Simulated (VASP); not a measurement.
Here is a VASP 6.6.1 calculation.

The input INCAR:

```
PREC = Accurate
ENCUT = 520
EDIFF = 1E-8
ISMEAR = 0
SIGMA = 0.01
LREAL = F
LASPH = T
NELM = 60
ALGO = Normal
ISIF = 2
LWAVE = F
LCHARG = F
GGA = PS
IBRION = 8
NSW = 1
```

The input KPOINTS:

```
regular mesh
0
Gamma
  8 8 8
```

Contents of POSCAR:

```
BP
1.0
    2.2031534117      2.2031534117      0.0000000000
   -2.2031534117      2.2031534117      0.0000000000
    0.0000000000      2.2031534117      2.2031534117
B P
1 1
Direct
    0.0000000000      0.0000000000      0.0000000000
    0.7500000000      0.2500000000      0.5000000000
```

Potentials or basis: VASP PAW PBE potentials, release 64 (B, P).

Run with:

```sh
$ cat potpaw_PBE.64/B/POTCAR potpaw_PBE.64/P/POTCAR > POTCAR
$ mpirun -np 1 vasp_std > vasp.out
```

**Question.** Estimate the highest phonon frequency at Γ, LO-TO splitting left out.

**Answer.** 875 cm⁻¹.

Phonon frequencies in cm⁻¹ (negative: imaginary):
```
              q point        frequencies
(0.000, 0.000, 0.000)  0 0 0 875 875 875
```

Caveat: the cell wasn't relaxed at this level first, which shifts response properties.
